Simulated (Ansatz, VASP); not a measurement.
## Ag3BrCl2: VASP beside Ansatz

The input INCAR:

```
  PREC = Accurate
  ENCUT = 600
  EDIFF = 1E-6
  ISMEAR = 0
  SIGMA = 0.1
  LREAL = False
  LASPH = True
  NELM = 100
  ALGO = Normal
  ISIF = 3
  LWAVE = False
  LCHARG = False
  GGA = PE
  IBRION = 2
  NSW = 100
  EDIFFG = -0.01
```

The input KPOINTS:

```
Automatic mesh
0
Gamma
  6 6 10
```

Contents of POSCAR:

```
Ag3BrCl2
1.0
    6.5135305000      0.0000000000      0.0000000000
   -3.2567652500      5.6408828800      0.0000000000
    0.0000000000      0.0000000000      3.9316707700
Ag Br Cl
3 1 2
Direct
    0.5000000000      0.0000000000      0.5000000000
    0.5000000000      0.5000000000      0.5000000000
    0.0000000000      0.5000000000      0.5000000000
    0.0000000000      0.0000000000      0.0000000000
    0.3333333300      0.6666666700      0.0000000000
    0.6666666700      0.3333333300      0.0000000000
```

Input for Ansatz:

```yaml
crystal:
  lattice:
    - [6.5135305, 0.0, 0.0]
    - [-3.25676525, 5.64088288, 0.0]
    - [0.0, 0.0, 3.93167077]
  atoms:
    - { symbol: Ag, position: [0.5, 0.0, 0.5] }
    - { symbol: Ag, position: [0.5, 0.5, 0.5] }
    - { symbol: Ag, position: [0.0, 0.5, 0.5] }
    - { symbol: Br, position: [0.0, 0.0, 0.0] }
    - { symbol: Cl, position: [0.33333333, 0.66666667, 0.0] }
    - { symbol: Cl, position: [0.66666667, 0.33333333, 0.0] }
basis:
  ecutwfc: 420
kpoints:
  mp_grid: { grid: [6, 6, 10] }
hamiltonian:
  xc: pbe
scf:
  occupations: { method: gaussian, width: 0.1 }
output:
  forces: true
  stress: true
  eigenvalues: true
  write_density: true
  write_potential: true
  elf: true
  volumetric_format: npy
relax:
  adjacent_minimum: "off"
  f_tol: 0.01
  max_steps: 80
  cell: { stress_tol: 0.05 }
```

Change from the starting cell: species swapped into the YCo3B2 type (P6/mmm, No. 191).

Alike in both runs: task relaxation of cell and atoms; functional PBE; k mesh 6 × 6 × 10; occupations gaussian, width 0.1 eV; no spin polarisation.

|  | VASP | Ansatz |
| --- | --- | --- |
| version | VASP 6.6.1 | Ansatz 0.2.0 |
| potentials or method | VASP PAW PBE potentials, release 64 (Ag, Br, Cl), cutoff 600 eV | scalar-relativistic, plane waves, PAW |
| valence electrons in the cell | 54 | 78 |

VASP gave:

| Quantity | Value |
| --- | --- |
| gap on the k mesh at the Fermi level, each at its own relaxed structure (eV) | none |
| relaxed volume (Å³/atom) | 23.93 |
| relaxed cell length with the largest relative difference (Å) | 6.503 |

Task: What did Ansatz give for the same quantities?

Result: gap on the k mesh at the Fermi level, each at its own relaxed structure (eV): none; relaxed volume (Å³/atom): 23.98; relaxed cell length with the largest relative difference (Å): 6.509.

A gap of «none» marks a metal or a gap that the smearing closes. VASP's potentials hold 54 valence electrons a cell and Ansatz's 78, so a difference there can come from the potentials and not from the codes.
